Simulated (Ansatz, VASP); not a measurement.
**PtS2 in VASP and in Ansatz**

```
Pt S
1.0
     3.54320    0.00000    0.00000
    -1.77160    3.06850    0.00000
     0.00000    0.00000    5.03880
Pt S
1 2
Direct
  0.00000 0.00000 0.00000
  0.23890 0.59753 0.30954
  0.66667 0.33333 0.75000
```

Alike in both runs: task single point; functional PBEsol; k mesh 12 × 12 × 8; occupations gaussian, width 0.05 eV; no spin polarisation.

```csv
,VASP,Ansatz
version,VASP 6.6.1,Ansatz 0.2.0
potentials or method,"VASP PAW PBE potentials, release 64 (Pt, S), cutoff 520 eV","scalar-relativistic, plane waves, PAW"
valence electrons in the cell,22,30
```

```tsv
	VASP	Ansatz	Ansatz less VASP
gap on the k mesh at the Fermi level (eV)	none	none	-
pressure (GPa)	-9.2	-9.0	+0.19
traceless stress, the component that is largest in VASP (GPa)	-5.20	-5.27	-0.070
rms of the force components (eV/Å)	0.996	0.987	-0.0082
```

VASP's potentials were made for PBE, not for PBEsol. Atom by atom the forces differ by 0.011 eV/Å (rms over components). A gap of «none» marks a metal or a gap that the smearing closes. With one functional, cell and mesh, what is left measures potentials, basis and numerics. VASP's potentials hold 22 valence electrons a cell and Ansatz's 30, so a difference there can come from the potentials and not from the codes.

Spin-orbit coupling is off throughout.
